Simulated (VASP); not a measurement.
# Zn (R-3m) in VASP: a series of runs

Runs on Zn. Level: PBE. Tasks: single point.

All numbers are computed with VASP 6.6.1; they aren't measurements. Logs are shortened: lines on timing, memory, paths and dates and some standing lists are left out, and cuts for length are marked.

**1. The cell of the first run**

The structure is trigonal, space group R-3m (No. 166). Conventional cell: a = 2.132 Å, b = 2.132 Å, c = 11.549 Å, α = 90.00°, β = 90.00°, γ = 120.00°. Within 2.8 Å of Zn (site symmetry -3m) lie 6 Zn at 2.13 Å.

**2. Single point, PBE (15.16 Å³/atom)**

INCAR

```
ALGO = Fast
EDIFF = 1E-7
ENCUT = 520
GGA = PE
ISIF = 2
ISMEAR = 0
LASPH = True
LCHARG = False
LREAL = False
LWAVE = False
NBANDS = 12
NELM = 100
PREC = Accurate
SIGMA = 0.15
```

KPOINTS

```
k-points
0
Gamma
  22 22 22
```

POSCAR

```
Zn
1.0
    1.2174070103      2.7252185168      2.7252185168
    2.7252185168      1.2174070103      2.7252185168
    2.7252185168      2.7252185168      1.2174070103
Zn
1
Direct
    0.0000000000      0.0000000000      0.0000000000
```

Potentials or basis: VASP PAW PBE potentials, release 64 (Zn).

On the command line:

```console
$ cat potpaw_PBE.64/Zn/POTCAR > POTCAR
$ mpirun -np 1 vasp_std > vasp.out
```

OUTCAR:

```text
EDIFF = 1E-7
   ENCUT = 520
   GGA = PE
   ISIF = 2
   ISMEAR = 0
   LASPH = True
   LREAL = False
   NELM = 100
   PREC = Accurate

 ion  position               nearest neighbor table
   1  0.000  0.000  0.000-

  LATTYP: Found a trigonal (rhomboedric) cell.
 ALAT       =     4.0417461273
 COS(alpha) =     0.8608266617

  Lattice vectors:

 A1 = (   1.2174070103,   2.7252185168,   2.7252185168)
 A2 = (   2.7252185168,   1.2174070103,   2.7252185168)
 A3 = (   2.7252185168,   2.7252185168,   1.2174070103)

Analysis of symmetry for initial positions (statically):
=====================================================================
 Subroutine PRICEL returns:
 Original cell was already a primitive cell.

 Routine SETGRP: Setting up the symmetry group for a
 trigonal (rhombohedral) supercell.

 Subroutine GETGRP returns: Found 12 space group operations
 (whereof 12 operations were pure point group operations)
 out of a pool of 12 trial point group operations.

The static configuration has the point symmetry D_3d.

Analysis of symmetry for dynamics (positions and initial velocities):
=====================================================================
 Subroutine PRICEL returns:
 Original cell was already a primitive cell.

 Routine SETGRP: Setting up the symmetry group for a
 trigonal (rhombohedral) supercell.

 Subroutine GETGRP returns: Found 12 space group operations
 (whereof 12 operations were pure point group operations)
 out of a pool of 12 trial point group operations.

The dynamic configuration has the point symmetry D_3d.

 Subroutine INISYM returns: Found 12 space group operations
 (whereof 12 operations are pure point group operations),
 and found     1 'primitive' translations

----------------------------------------------------------------------------------------

                                     Primitive cell

  volume of cell :      15.1593

  direct lattice vectors                    reciprocal lattice vectors
     1.217407010  2.725218517  2.725218517    -0.392150744  0.271062129  0.271062129
     2.725218517  1.217407010  2.725218517     0.271062129 -0.392150744  0.271062129
     2.725218517  2.725218517  1.217407010     0.271062129  0.271062129 -0.392150744

  length of vectors
     4.041746127  4.041746127  4.041746127     0.548389972  0.548389972  0.548389972

  position of ions in fractional coordinates (direct lattice)
     0.000000000  0.000000000  0.000000000

  ion indices of the primitive-cell ions
   primitive index   ion index
                 1           1

----------------------------------------------------------------------------------------

 KPOINTS: k-points

Automatic generation of k-mesh.
 Grid dimensions read from file:
 generate k-points for:   22   22   22

 Generating k-lattice:

  Cartesian coordinates                     Fractional coordinates (reciprocal lattice)
    -0.017825034  0.012321006  0.012321006     0.045454545  0.000000000 -0.000000000
     0.012321006 -0.017825034  0.012321006     0.000000000  0.045454545 -0.000000000
     0.012321006  0.012321006 -0.017825034     0.000000000  0.000000000  0.045454545

  Length of vectors
     0.024926817  0.024926817  0.024926817

  Shift w.r.t. Gamma in fractional coordinates (k-lattice)
     0.000000000  0.000000000  0.000000000

 Subroutine IBZKPT returns following result:
 ===========================================

 Found   1024 irreducible k-points:

 Following reciprocal coordinates:
            Coordinates               Weight
  0.000000  0.000000  0.000000      1.000000
  0.045455 -0.000000 -0.000000      6.000000
  0.090909 -0.000000 -0.000000      6.000000
  0.136364  0.000000  0.000000      6.000000
  0.181818  0.000000  0.000000      6.000000
  0.227273  0.000000  0.000000      6.000000
[... 16 lines left out ...]
  0.500000  0.045455  0.000000     12.000000
 -0.454545  0.045455  0.000000     12.000000
 [... further k-points ...]
   k-points           NKPTS =   1024   k-points in BZ     NKDIM =   1024   number of bands    NBANDS=     12
   number of dos      NEDOS =    301   number of ions     NIONS =      1
   total plane-waves  NPLWV =  27000
   dimension x,y,z NGX =    30 NGY =   30 NGZ =   30
   dimension x,y,z NGXF=    60 NGYF=   60 NGZF=   60
   ions per type =               1
   NGX,Y,Z   is equivalent  to a cutoff of  12.34, 12.34, 12.34 a.u.
   NGXF,Y,Z  is equivalent  to a cutoff of  24.68, 24.68, 24.68 a.u.
 SYSTEM =  unknown system
   PREC   = accura    normal or accurate (medium, high low for compatibility)
   ISTART =      0    job   : 0-new  1-cont  2-samecut
   ICHARG =      2    charge: 1-file 2-atom 10-const
   ISPIN  =      1    spin polarized calculation?
   LNONCOLLINEAR =      F non collinear calculations
   LSORBIT =      F    spin-orbit coupling
   LASPH  =      T    aspherical Exc in radial PAW
   ENCUT  =  520.0 eV  38.22 Ry    6.18 a.u.   7.51  7.51  7.51*2*pi/ulx,y,z
   NELM   =    100;   NELMIN=  2; NELMDL= -5     # of ELM steps
   EDIFF  = 0.1E-06   stopping-criterion for ELM
   LREAL  =      F    real-space projection
   EDIFFG = 0.1E-05   stopping-criterion for IOM
   NSW    =      0    number of steps for IOM
   IBRION =     -1    ionic relax: 0-MD 1-quasi-New 2-CG
   NFREE  =      0    steps in history (QN), initial steepest desc. (CG)
   ISIF   =      2    stress and relaxation
   ISYM   =      2    0-nonsym 1-usesym 2-fastsym
   POTIM  = 0.5000    time-step for ionic-motion
   TEBEG  =    0.0;   TEEND  =   0.0 temperature during run
   PSTRESS=    0.0 pullay stress
   NELECT =      12.0000    total number of electrons
   NUPDOWN=      -1.0000    fix difference up-down
   EMIN   =  10.00;   EMAX   =-10.00  energy-range for DOS
   EFERMI =   0.00;   METHOD = LEGACY
   ISMEAR =     0;   SIGMA  =   0.15  broadening in eV -4-tet -1-fermi 0-gaus
   EFERMI_NEDOS =   21; number of points for ismear=-14 and -15
   IALGO  =     68    algorithm
   IMIX   =      4    mixing-type and parameters
     AMIX     =   0.40;   BMIX     =  1.00
     AMIX_MAG =   1.60;   BMIX_MAG =  1.00
  volume/ion in A,a.u.               =      15.16       102.30
  Fermi-wavevector in a.u.,A,eV,Ry     =   1.514405  2.861811 31.203912  2.293423
  Thomas-Fermi vector in A             =   2.624067
   LORBIT       =      0    0 simple, 1 ext, 2 COOP (PROOUT), +10 PAW based schemes
   GGA     = PE    functional components
   LHFCALC =     F    Hartree Fock is set to
   AEXX    =    0.0000 exact exchange contribution
   IVDW    =     0    specifies the selected vdW correction
   LEPSILON=     F    determine dielectric tensor
   LRPA    =     F    only Hartree local field effects (RPA)
 non-spin polarized calculation
 RMM-DIIS sequential band-by-band and
 Gauss-broadening in eV      SIGMA  =   0.15
  energy-cutoff  :      520.00
  volume of cell :       15.16
 maximum number of plane-waves:       419
   NGX = 15   NGY = 15   NGZ = 15

 number of electron      11.9999993 magnetization

 Free energy of the ion-electron system (eV)
  ---------------------------------------------------
  ext. energy  EPLUGINS =         0.00000000
  ---------------------------------------------------
  free energy    TOTEN  =         0.61591254 eV

  energy without entropy =        0.61949371  energy(sigma->0) =        0.61770313

 E-fermi :   2.7379     XC(G=0): -10.9284

 val. band max:        2.7176806305   @ k =  -0.4091   0.1818   0.0455
 cond. band min:       2.7517369005   @ k =  -0.0455   0.0455   0.0000
 fundamental gap:      0.0340562700
 Fermi energy:         2.7379149811

 k-point     1 :       0.0000    0.0000    0.0000
  band No.  band energies     occupation
      1      -9.5799      2.00000
      2      -6.2045      2.00000
      3      -6.2045      2.00000
      4      -5.9168      2.00000
      5      -4.6128      2.00000
      6      -4.6128      2.00000
      7       2.3068      1.99995
      8       7.6706      0.00000
      9      32.0183      0.00000
     10      33.5655      0.00000
     11      36.2416      0.00000
     12      38.0491      0.00000

 k-point     2 :       0.0455   -0.0000   -0.0000
  band No.  band energies     occupation
      1      -9.4837      2.00000
      2      -6.2324      2.00000
      3      -6.1628      2.00000
      4      -5.8821      2.00000
      5      -4.6846      2.00000
      6      -4.6207      2.00000
      7       2.4437      1.99446
      8       7.7581      0.00000
      9      31.3694      0.00000
     10      33.5410      0.00000
     11      35.8185      0.00000
     12      36.3641      0.00000

 k-point     3 :       0.0909   -0.0000   -0.0000
  band No.  band energies     occupation
      1      -9.2035      2.00000
      2      -6.3080      2.00000
      3      -6.0404      2.00000
      4      -5.7780      2.00000
      5      -4.8812      2.00000
      6      -4.6439      2.00000
      7       2.8347      0.36150
      8       8.0235      0.00000
      9      29.4197      0.00000
     10      33.4162      0.00000
     11      34.4405      0.00000
     12      34.5061      0.00000
[... 286 lines left out ...]
 k-point    23 :       0.5000    0.0455    0.0000
  band No.  band energies     occupation
      1      -8.2394      2.00000
      2      -6.8205      2.00000
      3      -5.0294      2.00000
      4      -4.9553      2.00000
      5      -4.0510      2.00000
      6       1.4753      2.00000
      7       7.3319      0.00000
      8      11.3666      0.00000
      9      15.3669      0.00000
     10      18.6164      0.00000
     11      21.7964      0.00000
     12      24.1695      0.00000

 k-point    24 :      -0.4545    0.0455    0.0000
  band No.  band energies     occupation
      1      -8.2395      2.00000
      2      -6.8195      2.00000
      3      -5.0293      2.00000
      4      -4.9562      2.00000
      5      -4.0513      2.00000
      6       1.4484      2.00000
      7       7.3667      0.00000
      8      11.6502      0.00000
      9      15.0817      0.00000
     10      18.1002      0.00000
     11      22.2957      0.00000
     12      24.2086      0.00000

 [... further k-points ...]
[... 5 lines left out ...]
  --------------------------------------------------------------------------------------
  -------------------------------------------------------------------------------------
  Total        6.9308809      6.9308809      6.9308809     -3.5407727     -3.5407727     -3.5407727
  in kB      732.5199891    732.5199891    732.5199891   -374.2218019   -374.2218019   -374.2218019
  external PRESSURE =     732.5199891 kB  Pullay stress =       0.0000000 kB

 VOLUME and BASIS-vectors are now :
 -----------------------------------------------------------------------------
  energy-cutoff  :      520.00
  volume of cell :       15.16
      direct lattice vectors                 reciprocal lattice vectors
     1.217407010  2.725218517  2.725218517    -0.392150744  0.271062129  0.271062129
     2.725218517  1.217407010  2.725218517     0.271062129 -0.392150744  0.271062129
     2.725218517  2.725218517  1.217407010     0.271062129  0.271062129 -0.392150744

 POSITION                                       TOTAL-FORCE (eV/Angst)
 -----------------------------------------------------------------------------------
      0.00000      0.00000      0.00000         0.000000      0.000000     -0.000000
 -----------------------------------------------------------------------------------
    total drift:                                0.000000     -0.000000      0.000000

  FREE ENERGIE OF THE ION-ELECTRON SYSTEM (eV)
  ---------------------------------------------------
  free  energy   TOTEN  =         0.6159125388 eV

  energy  without entropy=        0.6194937132  energy(sigma->0) =        0.61770313
```

Run time: 8.5 min. Hardware: 1 thread of Intel Xeon Platinum 8259CL at 2.50GHz (Skylake/Cascade Lake), shared host; peak memory 0.32 GiB.

Results:

```yaml
Free_energy: 0.6159 eV
Pressure: 73.3 GPa
Band_gap_on_the_k_mesh: zero (bands 6 and 7 overlap by 8.49 eV)
```

Stress tensor (GPa, compression positive):
```
 73.25 -37.42 -37.42
-37.42  73.25 -37.42
-37.42 -37.42  73.25
```

Levels at points of the mesh, in eV from the Fermi level:
| k point | band 4 | band 5 | band 6 | band 7 | band 8 | band 9 |
| --- | --- | --- | --- | --- | --- | --- |
| (0.00, 0.00, 0.00) | -8.65 | -7.35 | -7.35 | -0.43 | 4.93 | 29.28 |
| (0.50, 0.00, 0.00) | -7.68 | -6.67 | -1.27 | 4.36 | 8.89 | 12.18 |
| (0.50, 0.50, 0.00) | -7.64 | -6.67 | -1.03 | 5.03 | 7.14 | 10.00 |
| (0.50, 0.50, 0.50) | -7.75 | -7.35 | -7.35 | -4.37 | 13.52 | 16.90 |

Caveat: the cell stands under pressure.

**3. Single point, PBE (15.16 Å³/atom)**

INCAR

```
SYSTEM = Zn
PREC = Accurate ; ENCUT = 520
EDIFF = 1E-7 ; ISMEAR = 0
SIGMA = 0.15 ; LREAL = .FALSE.
LASPH = .TRUE. ; NELM = 80
ALGO = Fast ; ISIF = 2
LWAVE = .FALSE. ; LCHARG = .FALSE.
GGA = PE ; NBANDS = 12
```

KPOINTS

```
regular mesh
0
G
  22 22 22
  0 0 0
```

POSCAR

```
Zn
1.0
   -0.2516908815      1.8468990139      1.8468990139
    1.8468990139     -0.2516908815      1.8468990139
    1.8468990139      1.8468990139     -0.2516908815
Zn
1
Direct
    0.0000000000      0.0000000000      0.0000000000
```

Potentials or basis: VASP PAW PBE potentials, release 64 (Zn).

On the command line:

```console
$ cat potpaw_PBE.64/Zn/POTCAR > POTCAR
$ mpirun -np 1 vasp_std > vasp.out
```

Wall time 1.9 min (1 thread of Intel Xeon Platinum 8259CL at 2.50GHz (Skylake/Cascade Lake), shared host); peak memory 0.28 GiB.

It converged, with:

```yaml
Free_energy: -1.0473 eV
Pressure: 3.4 GPa
Band_gap_on_the_k_mesh: zero (bands 6 and 7 overlap by 4.10 eV)
```

Stress tensor (GPa, compression positive):
```
3.42 3.27 3.27
3.27 3.42 3.27
3.27 3.27 3.42
```

Levels at points of the mesh, in eV from the Fermi level:
| k point | band 2 | band 3 | band 4 | band 5 | band 6 | band 7 | band 8 | band 9 | band 10 | band 11 |
| --- | --- | --- | --- | --- | --- | --- | --- | --- | --- | --- |
| (0.00, 0.00, 0.00) | -7.81 | -7.81 | -7.19 | -7.06 | -7.06 | 16.08 | 16.08 | 16.65 | 19.09 | 19.09 |
| (0.50, 0.00, 0.00) | -7.83 | -7.20 | -7.04 | -6.83 | -3.14 | -2.00 | 15.62 | 16.02 | 18.74 | 20.59 |
| (0.50, 0.50, 0.00) | -8.16 | -6.97 | -6.86 | -6.67 | -0.74 | 2.07 | 6.10 | 10.34 | 11.82 | 16.02 |
| (0.50, 0.50, 0.50) | -7.64 | -7.64 | -6.72 | -6.72 | -1.14 | 1.72 | 12.04 | 12.04 | 15.22 | 16.40 |

Caveat: the cell stands under pressure.

**4. Single point, PBE (15.16 Å³/atom)**

INCAR

```
PREC = Accurate
ENCUT = 520
EDIFF = 1E-6
ISMEAR = 0
SIGMA = 0.15
LREAL = F
LASPH = T
NELM = 60
ALGO = Fast
ISIF = 2
LWAVE = F
LCHARG = F
GGA = PE
NBANDS = 12
```

KPOINTS

```
Automatic mesh
0
Gamma
  22 22 22
```

POSCAR

```
Zn
1.0
    0.2689344772      2.1075931635      2.1075931635
    2.1075931635      0.2689344772      2.1075931635
    2.1075931635      2.1075931635      0.2689344772
Zn
1
Direct
    0.0000000000      0.0000000000      0.0000000000
```

On the command line:

```console
$ cat potpaw_PBE.64/Zn/POTCAR > POTCAR
$ mpirun -np 1 vasp_std > vasp.out
```

Wall time 1.8 min (1 thread of Intel Xeon Platinum 8259CL at 2.50GHz (Skylake/Cascade Lake), shared host); peak memory 0.29 GiB.

Results (log left out):

```yaml
Free_energy: -1.0852 eV
Pressure: 2.0 GPa
Band_gap_on_the_k_mesh: zero (bands 6 and 7 overlap by 5.51 eV)
```

Stress tensor (GPa, compression positive):
```
 2.03 -0.49 -0.49
-0.49  2.03 -0.49
-0.49 -0.49  2.03
```

Levels at points of the mesh, in eV from the Fermi level:
```
           k point  band 3  band 4  band 5  band 6  band 7  band 8  band 9  band 10
(0.00, 0.00, 0.00)   -7.61   -7.61   -7.16   -7.16   11.50   15.46   21.41    21.45
(0.50, 0.00, 0.00)   -7.40   -7.14   -6.78   -2.38   -0.30   12.11   15.87    15.96
(0.50, 0.50, 0.00)   -7.08   -6.95   -6.77   -0.88    2.00    6.47   10.58    11.29
(0.50, 0.50, 0.50)   -7.64   -7.02   -7.02   -3.82   -3.70   19.26   19.26    20.21
```

(Part 1 of 2 ends here.)

The gap in the log of VASP goes by the Fermi energy; the results here count the filled bands.